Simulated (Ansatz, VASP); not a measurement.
## MgS: VASP beside Ansatz

INCAR

```
SYSTEM = MgS
ALGO = Normal
EDIFF = 1E-7
ENCUT = 520
GGA = CA
ISIF = 2
ISMEAR = -1
LASPH = .TRUE.
LCHARG = .TRUE.
LELF = .TRUE.
LREAL = .FALSE.
LVHAR = .TRUE.
LWAVE = .FALSE.
NBANDS = 11
NELM = 80
PREC = Accurate
SIGMA = 0.01
```

Contents of KPOINTS:

```
k-points
0
G
  8 8 8
  0 0 0
```

Contents of POSCAR:

```
MgS
1.0
    0.0000000000      2.5929487644      2.5929487644
    2.5929487644      0.0000000000      2.5929487644
    2.5929487644      2.5929487644      0.0000000000
Mg S
1 1
Direct
    0.0000000000      0.0000000000      0.0000000000
    0.5000000000      0.5000000000      0.5000000000
```

Input for Ansatz:

```yaml
crystal:
  lattice:
    - [0.0, 2.5929487644, 2.5929487644]
    - [2.5929487644, 0.0, 2.5929487644]
    - [2.5929487644, 2.5929487644, 0.0]
  atoms:
    - { symbol: Mg, position: [0.0, 0.0, 0.0] }
    - { symbol: S, position: [0.5, 0.5, 0.5] }
kpoints:
  mp_grid: { grid: [8, 8, 8] }
  band_path:
    path:
      - [0.0, 0.0, 0.0]
      - [0.5, 0.0, 0.5]
      - [0.625, 0.25, 0.625]
      - [0.375, 0.375, 0.75]
      - [0.0, 0.0, 0.0]
      - [0.5, 0.5, 0.5]
      - [0.5, 0.25, 0.75]
      - [0.5, 0.0, 0.5]
    npoints: 5
scf:
  occupations: { method: fermi_dirac, width: 0.01 }
hamiltonian:
  xc: lda
  pseudopotentials: { kind: all_electron, lapw: { basis_error: 0.00025 } }
output:
  forces: true
  stress: true
  eigenvalues: true
```

Change from the starting cell: volume scaled by 0.99.

Alike in both runs: task single point; functional LDA; k mesh 8 × 8 × 8; occupations fermi-dirac, width 0.01 eV; no spin polarisation.

|  | VASP | Ansatz |
| --- | --- | --- |
| version | VASP 6.6.1 | Ansatz 0.2.0 |
| potentials or method | VASP PAW LDA potentials, release 64 (Mg, S), cutoff 520 eV | all-electron LAPW, scalar-relativistic |

|  | VASP | Ansatz | Ansatz less VASP |
| --- | --- | --- | --- |
| gap on the k mesh at the Fermi level (eV) | 2.58 | 2.58 | +0.003 |
| pressure (GPa) | -3.1 | -2.5 | +0.60 |

LDA's correlation is that of Perdew and Zunger in VASP and of Perdew and Wang (1992) in Ansatz. Ansatz ran all-electron here, and VASP with PAW potentials.
